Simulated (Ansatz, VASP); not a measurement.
## Two plane-wave programs on Ni

File INCAR:

```
SYSTEM = Ni
PREC = Accurate ; ENCUT = 520
EDIFF = 1E-7 ; ISMEAR = -1
SIGMA = 0.1 ; LREAL = .FALSE.
LASPH = .TRUE. ; NELM = 80
ALGO = Normal ; ISIF = 2
LWAVE = .FALSE. ; LCHARG = .FALSE.
GGA = PE ; NBANDS = 17
```

KPOINTS

```
Automatic mesh
0
G
  16 16 9
  0 0 0
```

POSCAR

```
Ni
1.0
    2.5469442863      0.0000000000      0.0000000000
   -1.2734721431      2.2057184539      0.0000000000
    0.0000000000      0.0000000000      4.1887313820
Ni
2
Direct
    0.3333333333      0.6666666667      0.2500000000
    0.6666666667      0.3333333333      0.7500000000
```

Input for Ansatz:

```yaml
crystal:
  lattice:
    - [2.5469442863, 0.0, 0.0]
    - [-1.2734721431, 2.2057184539, 0.0]
    - [0.0, 0.0, 4.188731382]
  atoms:
    - { symbol: Ni, position: [0.3333333333, 0.6666666667, 0.25] }
    - { symbol: Ni, position: [0.6666666667, 0.3333333333, 0.75] }
hamiltonian:
  xc: pbe
  pseudopotentials:
    kind: paw
    azcp:
      Ni: "pseudopotentials/Ni.paw.azcp"
basis:
  ecutwfc: 420
  fft_grid_basis: typed
kpoints:
  mp_grid: { grid: [16, 16, 9], shift: [0, 0, 0] }
magnetization:
  spin_polarized: false
scf:
  occupations: { method: fermi_dirac, width: 0.1 }
  lower_state_search: "off"
output:
  stress: true
```

Alike in both runs: task single point; functional PBE; k mesh 16 × 16 × 9; occupations fermi-dirac, width 0.1 eV; no spin polarisation.

|  | VASP | Ansatz |
| --- | --- | --- |
| version | VASP 6.6.1 | Ansatz 0.2.0 |
| potentials or method | VASP PAW PBE potentials, release 64 (Ni), cutoff 520 eV | plane waves (420 eV) with PAW, scalar-relativistic |
| valence electrons in the cell | 20 | 36 |

VASP gave:

| Property | Result |
| --- | --- |
| pressure (GPa) | -12.4 |
| traceless stress, the component that is largest in VASP (GPa) | -0.11 |

What did Ansatz give for the same quantities?

Pressure (GPa): -12.6; traceless stress, the component that is largest in VASP (GPa): -0.06.

With one functional, cell and mesh, what is left measures potentials, basis and numerics. VASP's potentials hold 20 valence electrons a cell and Ansatz's 36, so a difference there can come from the potentials and not from the codes.
